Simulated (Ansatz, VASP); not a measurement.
Two plane-wave programs on ScAl3

```
Sc Al
1.0
    -1.97171    1.97171    4.33290
     1.97171   -1.97171    4.33290
     1.97171    1.97171   -4.33290
Sc Al
1 3
Direct
  0.00000 0.00000 0.00000
  0.50000 0.50000 0.00000
  0.25000 0.75000 0.50000
  0.75000 0.25000 0.50000
```

Alike in both runs: task single point; functional PBE; k mesh 9 × 9 × 9; occupations fermi-dirac, width 0.05 eV; no spin polarisation.

|  | VASP | Ansatz |
| --- | --- | --- |
| version | VASP 6.6.1 | Ansatz 0.2.0 |
| potentials or method | VASP PAW PBE potentials, release 64 (Sc_sv, Al) | Ansatz PAW |
| plane-wave cutoff (eV) | 500 | 420 |
| valence electrons in the cell | 20 | 20 |

Ansatz gave:

* gap on the k mesh at the Fermi level (eV): none
* pressure (GPa): 5.3
* traceless stress, the component that is largest in VASP (GPa): -0.44

Problem. Estimate VASP's values.

Solution. gap on the k mesh at the Fermi level (eV): none; pressure (GPa): 5.4; traceless stress, the component that is largest in VASP (GPa): -0.44.

A gap of «none» marks a metal or a gap that the smearing closes.
